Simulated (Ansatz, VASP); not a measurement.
**Two plane-wave programs on Te2Mo**

```
Te Mo
1.0
     3.56368    0.00000    0.00000
    -1.78184    3.08624    0.00000
     0.00000    0.00000   14.71971
Te Mo
4 2
Direct
  0.33333 0.66667 0.62844
  0.66667 0.33333 0.12844
  0.33333 0.66667 0.87156
  0.66667 0.33333 0.37156
  0.33333 0.66667 0.25000
  0.66667 0.33333 0.75000
```

Alike in both runs: task single point; functional r2SCAN; k mesh 8 × 8 × 2; occupations gaussian, width 0.05 eV; collinear spin.

|  | VASP | Ansatz |
| --- | --- | --- |
| version | VASP 6.6.1 | Ansatz 0.2.0 |
| potentials or method | VASP PAW PBE potentials, release 64 (Te, Mo_sv), cutoff 520 eV | scalar-relativistic, plane waves, PAW |
| valence electrons in the cell | 52 | 92 |

```csv
,VASP,Ansatz,Ansatz less VASP
pressure (GPa),0.1,0.0,-0.11
"traceless stress, the component that is largest in VASP (GPa)",0.08,0.03,-0.052
rms of the force components (eV/Å),0.013,0.001,-0.0115
net moment per atom (μB),0.00,0.00,0.000
```

VASP's potentials were made for PBE, not for r2SCAN. Atom by atom the forces differ by 0.014 eV/Å (rms over components). With one functional, cell and mesh, what is left measures potentials, basis and numerics. VASP's potentials hold 52 valence electrons a cell and Ansatz's 92, so a difference there can come from the potentials and not from the codes. Ansatz's warnings: seeded moment not kept, stability check not made.

Spin-orbit coupling is off throughout.
